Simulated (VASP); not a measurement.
# TiO (P-6m2) in VASP: notebook

TiO is run at these levels: PBEsol; tasks: relaxation of shape and atoms at fixed volume, relaxation of cell and atoms.

Program: VASP 6.6.1. These are calculated values, not measurements. Logs are shortened: lines on timing, memory, paths and dates and some standing lists are left out, and cuts for length are marked.

### Step 1. The cell of the first run

It takes space group P-6m2 (No. 187, hexagonal). The conventional cell has a = 2.761 Å, b = 2.761 Å, c = 2.766 Å, α = 90.00°, β = 90.00°, γ = 120.00°. Ti (site symmetry -6m2) has 6 O at 2.11 Å and 8 Ti at 2.76 to 2.77 Å within 2.8 Å. O (site symmetry -6m2) has 6 Ti at 2.11 Å and 8 O at 2.76 to 2.77 Å within 2.8 Å.

### Step 2. Relaxation of shape and atoms at fixed volume, PBEsol (9.13 Å³/atom)

INCAR reads:

```
PREC     = Accurate       # precision mode
ENCUT    = 600            # plane-wave cutoff, eV
EDIFF    = 1E-6           # SCF threshold, eV
ISMEAR   = 0              # smearing method
SIGMA    = 0.1            # smearing width, eV
LREAL    = F              # projectors in reciprocal space
LASPH    = T              # aspherical terms in the spheres
NELM     = 60             # most SCF steps
ALGO     = Normal         # electronic algorithm
ISIF     = 4              # what is computed and relaxed
LWAVE    = F              # write WAVECAR
LCHARG   = F              # write CHGCAR
GGA      = PS             # functional
IBRION   = 2              # ionic algorithm
NSW      = 50             # ionic steps
EDIFFG   = -0.01          # ionic threshold
```

KPOINTS reads:

```
Automatic mesh
0
Gamma
  18 18 16
```

POSCAR reads:

```
TiO
1.0
    2.7607133385      0.0000000000      0.0000000000
   -1.3803566693      2.3908478837      0.0000000000
    0.0000000000      0.0000000000      2.7658511956
Ti O
1 1
Direct
    0.6666666667      0.3333333333      0.0000000000
    0.0000000000      0.0000000000      0.5000000000
```

Potentials or basis: VASP PAW PBE potentials, release 64 (Ti_sv, O).

Launch:

```bash
$ cat potpaw_PBE.64/Ti_sv/POTCAR potpaw_PBE.64/O/POTCAR > POTCAR
$ mpirun -np 1 vasp_std > vasp.out
```

OUTCAR:

```text
PREC = Accurate
   ENCUT = 600
   EDIFF = 1E-6
   ISMEAR = 0
   LREAL = F
   LASPH = T
   NELM = 60
   ISIF = 4
   GGA = PS
   IBRION = 2
   NSW = 50
   EDIFFG = -0.01

 ion  position               nearest neighbor table
   1  0.667  0.333  0.000-   2 2.11   2 2.11   2 2.11   2 2.11   2 2.11   2 2.11
   2  0.000  0.000  0.500-   1 2.11   1 2.11   1 2.11   1 2.11   1 2.11   1 2.11

  LATTYP: Found a hexagonal cell.
 ALAT       =     2.7607133385
 C/A-ratio  =     1.0018610614

  Lattice vectors:

 A1 = (   2.7607133385,   0.0000000000,   0.0000000000)
 A2 = (  -1.3803566693,   2.3908478837,   0.0000000000)
 A3 = (   0.0000000000,   0.0000000000,   2.7658511956)

Analysis of symmetry for initial positions (statically):
=====================================================================
 Subroutine PRICEL returns:
 Original cell was already a primitive cell.

 Routine SETGRP: Setting up the symmetry group for a
 hexagonal supercell.

 Subroutine GETGRP returns: Found 12 space group operations
 (whereof 12 operations were pure point group operations)
 out of a pool of 24 trial point group operations.

The static configuration has the point symmetry D_3h.

Analysis of symmetry for dynamics (positions and initial velocities):
=====================================================================
 Subroutine PRICEL returns:
 Original cell was already a primitive cell.

 Routine SETGRP: Setting up the symmetry group for a
 hexagonal supercell.

 Subroutine GETGRP returns: Found 12 space group operations
 (whereof 12 operations were pure point group operations)
 out of a pool of 24 trial point group operations.

The dynamic configuration has the point symmetry D_3h.

 Subroutine INISYM returns: Found 12 space group operations
 (whereof 12 operations are pure point group operations),
 and found     1 'primitive' translations

----------------------------------------------------------------------------------------

                                     Primitive cell

  volume of cell :      18.2559

  direct lattice vectors                    reciprocal lattice vectors
     2.760713339  0.000000000  0.000000000     0.362225221  0.209130829  0.000000000
    -1.380356669  2.390847884  0.000000000     0.000000000  0.418261658  0.000000000
     0.000000000  0.000000000  2.765851196     0.000000000  0.000000000  0.361552350

  length of vectors
     2.760713339  2.760713339  2.765851196     0.418261658  0.418261658  0.361552350

  position of ions in fractional coordinates (direct lattice)
     0.666666667  0.333333333  0.000000000
     0.000000000  0.000000000  0.500000000

  ion indices of the primitive-cell ions
   primitive index   ion index
                 1           1
                 2           2

----------------------------------------------------------------------------------------

 KPOINTS: Automatic mesh

Automatic generation of k-mesh.
 Grid dimensions read from file:
 generate k-points for:   18   18   16

 Generating k-lattice:

  Cartesian coordinates                     Fractional coordinates (reciprocal lattice)
     0.020123623  0.011618379  0.000000000     0.055555556  0.000000000  0.000000000
     0.000000000  0.023236759  0.000000000     0.000000000  0.055555556  0.000000000
     0.000000000  0.000000000  0.022597022     0.000000000  0.000000000  0.062500000

  Length of vectors
     0.023236759  0.023236759  0.022597022

  Shift w.r.t. Gamma in fractional coordinates (k-lattice)
     0.000000000  0.000000000  0.000000000

 Subroutine IBZKPT returns following result:
 ===========================================

 Found    333 irreducible k-points:

 Following reciprocal coordinates:
            Coordinates               Weight
  0.000000  0.000000  0.000000      1.000000
  0.055556  0.000000  0.000000      6.000000
  0.111111  0.000000  0.000000      6.000000
  0.166667  0.000000  0.000000      6.000000
  0.222222  0.000000  0.000000      6.000000
  0.277778 -0.000000  0.000000      6.000000
[... 16 lines left out ...]
  0.333333  0.111111  0.000000     12.000000
  0.388889  0.111111  0.000000     12.000000
 [... further k-points ...]
   k-points           NKPTS =    333   k-points in BZ     NKDIM =    333   number of bands    NBANDS=     13
   number of dos      NEDOS =    301   number of ions     NIONS =      2
   total plane-waves  NPLWV =  13824
   dimension x,y,z NGX =    24 NGY =   24 NGZ =   24
   dimension x,y,z NGXF=    48 NGYF=   48 NGZF=   48
   ions per type =               1   1
   NGX,Y,Z   is equivalent  to a cutoff of  14.45, 14.45, 14.43 a.u.
   NGXF,Y,Z  is equivalent  to a cutoff of  28.90, 28.90, 28.85 a.u.
 SYSTEM =  unknown system
   PREC   = accura    normal or accurate (medium, high low for compatibility)
   ISTART =      0    job   : 0-new  1-cont  2-samecut
   ICHARG =      2    charge: 1-file 2-atom 10-const
   ISPIN  =      1    spin polarized calculation?
   LNONCOLLINEAR =      F non collinear calculations
   LSORBIT =      F    spin-orbit coupling
   LASPH  =      T    aspherical Exc in radial PAW
   ENCUT  =  600.0 eV  44.10 Ry    6.64 a.u.   5.51  5.51  5.52*2*pi/ulx,y,z
   NELM   =     60;   NELMIN=  2; NELMDL= -5     # of ELM steps
   EDIFF  = 0.1E-05   stopping-criterion for ELM
   LREAL  =      F    real-space projection
   EDIFFG = -.1E-01   stopping-criterion for IOM
   NSW    =     50    number of steps for IOM
   IBRION =      2    ionic relax: 0-MD 1-quasi-New 2-CG
   NFREE  =      1    steps in history (QN), initial steepest desc. (CG)
   ISIF   =      4    stress and relaxation
   ISYM   =      2    0-nonsym 1-usesym 2-fastsym
   POTIM  = 0.5000    time-step for ionic-motion
   TEBEG  =    0.0;   TEEND  =   0.0 temperature during run
   PSTRESS=    0.0 pullay stress
   NELECT =      18.0000    total number of electrons
   NUPDOWN=      -1.0000    fix difference up-down
   EMIN   =  10.00;   EMAX   =-10.00  energy-range for DOS
   EFERMI =   0.00;   METHOD = LEGACY
   ISMEAR =     0;   SIGMA  =   0.10  broadening in eV -4-tet -1-fermi 0-gaus
   EFERMI_NEDOS =   21; number of points for ismear=-14 and -15
   IALGO  =     38    algorithm
   IMIX   =      4    mixing-type and parameters
     AMIX     =   0.40;   BMIX     =  1.00
     AMIX_MAG =   1.60;   BMIX_MAG =  1.00
  volume/ion in A,a.u.               =       9.13        61.60
  Fermi-wavevector in a.u.,A,eV,Ry     =   1.629415  3.079147 36.123365  2.654992
  Thomas-Fermi vector in A             =   2.721885
   LORBIT       =      0    0 simple, 1 ext, 2 COOP (PROOUT), +10 PAW based schemes
   GGA     = PS    functional components
   LHFCALC =     F    Hartree Fock is set to
   AEXX    =    0.0000 exact exchange contribution
   IVDW    =     0    specifies the selected vdW correction
   LEPSILON=     F    determine dielectric tensor
   LRPA    =     F    only Hartree local field effects (RPA)
 conjugate gradient relaxation of ions
 non-spin polarized calculation
 Gauss-broadening in eV      SIGMA  =   0.10
  energy-cutoff  :      600.00
  volume of cell :       18.26
 maximum number of plane-waves:       636
 NGX is ok and might be reduce to    24
   NGX = 11   NGY = 11   NGZ = 11

--------------------------------------- Ionic step        1  -------------------------------------------

 number of electron      18.0000000 magnetization

 Free energy of the ion-electron system (eV)
  ---------------------------------------------------
  ext. energy  EPLUGINS =         0.00000000
  ---------------------------------------------------
  free energy    TOTEN  =       -18.75683906 eV

  energy without entropy =      -18.75663772  energy(sigma->0) =      -18.75673839

------------------------ aborting loop because EDIFF is reached ----------------------------------------

  FORCE on cell =-STRESS in cart. coord.  units (eV):
  Direction    XX          YY          ZZ          XY          YZ          ZX
  --------------------------------------------------------------------------------------
  -------------------------------------------------------------------------------------
  Total        0.9767269      0.9767269      1.1332230     -0.0000000     -0.0000000      0.0000000
  in kB       85.7199027     85.7199027     99.4543785     -0.0000000     -0.0000000      0.0000000
  external PRESSURE =      90.2980613 kB  Pullay stress =       0.0000000 kB
[... 57 lines left out ...]
  energy  without entropy=      -18.7567914370  energy(sigma->0) =      -18.75689057

--------------------------------------- Ionic step        3  -------------------------------------------

 number of electron      18.0000000 magnetization

 Free energy of the ion-electron system (eV)
  ---------------------------------------------------
  ext. energy  EPLUGINS =         0.00000000
  ---------------------------------------------------
  free energy    TOTEN  =       -18.75699854 eV

  energy without entropy =      -18.75679972  energy(sigma->0) =      -18.75689913

 E-fermi :  12.0467     XC(G=0): -13.4315

 val. band max:       11.8625880933   @ k =   0.0556   0.0000   0.5000
 cond. band min:      12.0513395374   @ k =   0.0000   0.0000   0.5000
 fundamental gap:      0.1887514441
 Fermi energy:        12.0467129516

 k-point     1 :       0.0000    0.0000    0.0000
  band No.  band energies     occupation
      1     -45.4239      2.00000
      2     -21.6748      2.00000
      3     -21.2627      2.00000
      4     -21.2627      2.00000
      5     -10.1941      2.00000
      6       6.1535      2.00000
      7       6.1535      2.00000
      8       6.4393      2.00000
      9       8.8824      2.00000
     10      13.8626      0.00000
     11      13.8626      0.00000
     12      14.0425      0.00000
     13      14.3226      0.00000
[... 353 lines left out ...]
 k-point    24 :       0.3889    0.1111    0.0000
  band No.  band energies     occupation
      1     -45.2499      2.00000
      2     -22.2650      2.00000
      3     -21.5529      2.00000
      4     -21.5227      2.00000
      5      -8.7009      2.00000
      6       2.8808      2.00000
      7       5.2485      2.00000
      8       5.9910      2.00000
      9       9.9301      2.00000
     10      13.3613      0.00000
     11      13.8213      0.00000
     12      14.7788      0.00000
     13      15.4535      0.00000

 [... further k-points ...]

------------------------ aborting loop because EDIFF is reached ----------------------------------------

  FORCE on cell =-STRESS in cart. coord.  units (eV):
  Direction    XX          YY          ZZ          XY          YZ          ZX
  --------------------------------------------------------------------------------------
  -------------------------------------------------------------------------------------
  Total        1.0192504      1.0192504      1.0194442     -0.0000000     -0.0000000     -0.0000000
  in kB       89.4518677     89.4518677     89.4688723     -0.0000000     -0.0000000     -0.0000000
  external PRESSURE =      89.4575359 kB  Pullay stress =       0.0000000 kB
[... 17 lines left out ...]
  FREE ENERGIE OF THE ION-ELECTRON SYSTEM (eV)
  ---------------------------------------------------
  free  energy   TOTEN  =       -18.7569985395 eV

  energy  without entropy=      -18.7567997202  energy(sigma->0) =      -18.75689913

 reached required accuracy - stopping structural energy minimisation
```

It took 2.7 min on 1 thread of Intel Xeon 8259CL, shared host; peak memory 0.23 GiB.

Results:

```
Free energy               : -18.7570 eV
Energy gained by relaxing : 0.1 meV/atom
Ionic steps               : 3
Pressure after relaxing   : 8.9 GPa
Band gap on the k mesh    : zero (bands 9 and 10 overlap by 0.08 eV)
```

Step by step:
```tsv
step	energy change (eV)	largest force (eV/Å)	pressure (GPa)	volume (Å³)
1	0.0000	0.0000	9.03	18.26
2	-0.0002	0.0000	8.93	18.26
3	-0.0002	0.0000	8.95	18.26
```

Final structure:
```
Ti O
1.0
     2.75791    0.00000    0.00000
    -1.37896    2.38842    0.00000
     0.00000    0.00000    2.77147
Ti O
1 1
Direct
  0.66667 0.33333 0.00000
  0.00000 0.00000 0.50000
```

Levels at points of the mesh, in eV from the Fermi level:
```csv
k point,band 7,band 8,band 9,band 10,band 11,band 12
"(0.00, 0.00, 0.00)",-5.89,-5.61,-3.16,1.82,1.82,2.00
"(0.50, 0.00, 0.00)",-6.83,-5.58,-2.67,1.73,2.20,2.99
"(0.00, 0.00, 0.50)",-5.51,-5.51,0.00,0.00,0.89,2.04
"(0.50, 0.00, 0.50)",-8.25,-6.95,-0.75,1.99,3.19,3.30
```

Caveat: the PAW data sets were made with another functional, which shifts forces and pressure a little; semilocal functionals often make such compounds metallic where correlation or magnetic order opens a gap, which also shifts bond lengths.

### Step 3. Relaxation of cell and atoms, PBEsol

This run uses another cell than the first one, of 9.41 Å³/atom.

INCAR reads:

```
SYSTEM = TiO
ALGO = Normal ; EDIFF = 1E-6
EDIFFG = -0.005 ; ENCUT = 600
GGA = PS ; IBRION = 2
ISIF = 3 ; ISMEAR = 0
LASPH = .TRUE. ; LCHARG = .FALSE.
LREAL = .FALSE. ; LWAVE = .FALSE.
NELM = 80 ; NSW = 100
PREC = Accurate ; SIGMA = 0.1
```

KPOINTS reads:

```
k-points
0
G
  18 18 16
  0 0 0
```

POSCAR reads:

```
TiO
1.0
    2.7870572578      0.0000000000      0.0000000000
   -1.3935286289      2.4136623871      0.0000000000
    0.0000000000      0.0000000000      2.7975367065
Ti O
1 1
Direct
    0.6666666667      0.3333333333      0.0000000000
    0.0000000000      0.0000000000      0.5000000000
```

Potentials or basis: VASP PAW PBE potentials, release 64 (Ti_sv, O).

Launch:

```bash
$ cat potpaw_PBE.64/Ti_sv/POTCAR potpaw_PBE.64/O/POTCAR > POTCAR
$ mpirun -np 1 vasp_std > vasp.out
```

Wall time 2.8 min (1 thread of Intel Xeon 8259CL, shared host); peak memory 0.23 GiB.

It converged, with:

| Item | Value |
| --- | --- |
| Free energy | -18.7749 eV |
| Relaxed volume | 9.43 Å³/atom |
| Relaxed cell | a = 2.791 Å, b = 2.791 Å, c = 2.797 Å, α = 90.00°, β = 90.00°, γ = 120.00° |
| Space group after relaxing (to 0.1 Å) | P-6m2 (No. 187) |
| Energy gained by relaxing | 0.0 meV/atom |
| Ionic steps | 4 |
| Pressure after relaxing | 0.0 GPa |
| Band gap on the k mesh | zero (bands 9 and 10 overlap by 0.07 eV) |

Final structure:
```cif
data_structure
_symmetry_space_group_name_H-M 'P 1'
_symmetry_Int_Tables_number 1
_cell_length_a 2.7906
_cell_length_b 2.7906
_cell_length_c 2.7965
_cell_angle_alpha 90.000
_cell_angle_beta 90.000
_cell_angle_gamma 120.000
_cell_volume 18.86
loop_
_atom_site_label
_atom_site_type_symbol
_atom_site_fract_x
_atom_site_fract_y
_atom_site_fract_z
_atom_site_occupancy
Ti1 Ti 0.66667 0.33333 0.00000 1
O1 O 0.00000 0.00000 0.50000 1
```

Levels at points of the mesh, in eV from the Fermi level:
| k point | band 6 | band 7 | band 8 | band 9 | band 10 | band 11 | band 12 | band 13 |
| --- | --- | --- | --- | --- | --- | --- | --- | --- |
| (0.00, 0.00, 0.00) | -5.77 | -5.77 | -5.50 | -3.05 | 1.73 | 1.73 | 1.73 | 2.17 |
| (0.50, 0.00, 0.00) | -9.18 | -6.63 | -5.49 | -2.56 | 1.66 | 2.06 | 2.86 | 3.06 |
| (0.00, 0.00, 0.50) | -9.50 | -5.40 | -5.40 | 0.01 | 0.01 | 0.86 | 1.94 | 1.94 |
| (0.50, 0.00, 0.50) | -8.18 | -8.06 | -6.77 | -0.75 | 1.85 | 3.04 | 3.15 | 3.67 |

Caveat: the PAW data sets were made with another functional, which shifts forces and pressure a little; semilocal functionals often make such compounds metallic where correlation or magnetic order opens a gap, which also shifts bond lengths.

### Step 4. Relaxation of shape and atoms at fixed volume, PBEsol (8.85 Å³/atom)

This run uses another cell than the first one, of 8.85 Å³/atom.

INCAR reads:

```
PREC = Accurate
ENCUT = 600
EDIFF = 1E-7
ISMEAR = 0
SIGMA = 0.1
LREAL = F
LASPH = T
NELM = 80
ALGO = Normal
ISIF = 4
LWAVE = F
LCHARG = F
GGA = PS
IBRION = 2
NSW = 50
EDIFFG = -0.01
```

KPOINTS reads:

```
regular mesh
0
Gamma
  18 18 16
```

POSCAR reads:

```
TiO
1.0
    2.7298984964      0.0000000000      0.0000000000
   -1.3649492482      2.3641614476      0.0000000000
    0.0000000000      0.0000000000      2.7411610938
Ti O
1 1
Direct
    0.6666666667      0.3333333333      0.0000000000
    0.0000000000      0.0000000000      0.5000000000
```

Launch:

```bash
$ cat potpaw_PBE.64/Ti_sv/POTCAR potpaw_PBE.64/O/POTCAR > POTCAR
$ mpirun -np 1 vasp_std > vasp.out
```

Run time: 2.8 min. Hardware: 1 thread of Intel Xeon 8259CL, shared host; peak memory 0.23 GiB.

It converged, with:

```yaml
Free_energy: -18.7070 eV
Energy_gained_by_relaxing: 0.1 meV/atom
Ionic_steps: 3
Pressure_after_relaxing: 18.8 GPa
Band_gap_on_the_k_mesh: zero (bands 9 and 10 overlap by 0.08 eV)
```

Step by step:
| step | energy change (eV) | largest force (eV/Å) | pressure (GPa) | volume (Å³) |
| --- | --- | --- | --- | --- |
| 1 | 0.0000 | 0.0000 | 18.93 | 17.69 |
| 2 | -0.0002 | 0.0000 | 18.82 | 17.69 |
| 3 | -0.0002 | 0.0000 | 18.85 | 17.69 |

Final structure:
```
Ti O
1.0
     2.72675    0.00000    0.00000
    -1.36338    2.36143    0.00000
     0.00000    0.00000    2.74750
Ti O
1 1
Direct
  0.66667 0.33333 0.00000
  0.00000 0.00000 0.50000
```

Levels at points of the mesh, in eV from the Fermi level:
| k point | band 6 | band 7 | band 8 | band 9 | band 10 | band 11 | band 12 | band 13 |
| --- | --- | --- | --- | --- | --- | --- | --- | --- |
| (0.00, 0.00, 0.00) | -6.01 | -6.01 | -5.70 | -3.28 | 1.90 | 1.90 | 2.26 | 2.38 |
| (0.50, 0.00, 0.00) | -9.61 | -7.02 | -5.67 | -2.78 | 1.81 | 2.34 | 3.11 | 3.37 |
| (0.00, 0.00, 0.50) | -9.88 | -5.62 | -5.62 | 0.00 | 0.00 | 0.93 | 2.13 | 2.13 |
| (0.50, 0.00, 0.50) | -8.52 | -8.43 | -7.12 | -0.74 | 2.13 | 3.35 | 3.45 | 4.05 |

Caveat: the PAW data sets were made with another functional, which shifts forces and pressure a little; semilocal functionals often make such compounds metallic where correlation or magnetic order opens a gap, which also shifts bond lengths.

### Step 5. Overview

| task | cell | gap on the mesh (eV) | pressure (GPa) |
| --- | --- | --- | --- |
| relaxation of shape and atoms at fixed volume | relaxed from a = 2.761, b = 2.761, c = 2.766 Å, angles 90.0, 90.0, 120.0°, 2 atoms | none | 8.9 |
| relaxation of cell and atoms | relaxed from a = 2.787, b = 2.787, c = 2.798 Å, angles 90.0, 90.0, 120.0°, 2 atoms | none | 0.0 |
| relaxation of shape and atoms at fixed volume | relaxed from a = 2.730, b = 2.730, c = 2.741 Å, angles 90.0, 90.0, 120.0°, 2 atoms | none | 18.8 |

Alike in all rows: level PBEsol; potentials or basis VASP PAW PBE potentials, release 64 (Ti_sv, O); no spin polarisation; k mesh 18 × 18 × 16; cutoff (eV) 600; smearing gaussian 0.1 eV.

Caveats: the PAW data sets were made with another functional, which shifts forces and pressure a little; semilocal functionals often make such compounds metallic where correlation or magnetic order opens a gap, which also shifts bond lengths.

Total energies depend on the potentials used, so only differences within one code and one set of settings carry meaning.
